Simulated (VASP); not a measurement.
Write the native input for VASP 6.6.1 that does the following.

```yaml
Task: single point
Functional: LDA
Potentials_or_basis: VASP PAW LDA potentials, release 64 (B, N)
Cutoff: 600 eV
k_mesh: 8 × 8 × 8
Occupations: gaussian, width 0.05 eV
Spin: no spin polarisation
Dipole_correction: no
Further_INCAR_settings: ALGO = Normal; EDIFF = 1e-06; NBANDS = 11
```

The structure of BN lies in POSCAR:

```
BN
1.0
    0.0000000000      1.7910422071      1.7910422071
    1.7910422071      0.0000000000      1.7910422071
    1.7910422071      1.7910422071      0.0000000000
B N
1 1
Direct
    0.0000000000      0.0000000000      0.0000000000
    0.2500000000      0.2500000000      0.2500000000
```

These files were run (other wordings do the same):

INCAR

```
SYSTEM = BN
PREC = Accurate
ENCUT = 600
EDIFF = 1E-6
ISMEAR = 0
SIGMA = 0.05
LREAL = .FALSE.
LASPH = .TRUE.
NELM = 120
ALGO = Normal
ISIF = 2
LWAVE = .FALSE.
LCHARG = .TRUE.
LELF = .TRUE.
LVHAR = .TRUE.
NBANDS = 11
GGA_COMPAT = .FALSE.
```

KPOINTS

```
Automatic mesh
0
G
  8 8 8
  0 0 0
```

Potentials or basis: VASP PAW LDA potentials, release 64 (B, N).

The run is started by

```sh
$ cat potpaw_LDA.64/B/POTCAR potpaw_LDA.64/N/POTCAR > POTCAR
$ mpirun -np 1 vasp_std > vasp.out
```

Results of the run:

| Property | Result |
| --- | --- |
| Pressure | 0.2 GPa |
| Band gap on the k mesh | 4.38 eV, indirect (least direct gap 8.81 eV) |

Wall time 8.5 s on 1 thread of AMD EPYC 7R13 (shared host), peak memory 0.08 GiB.
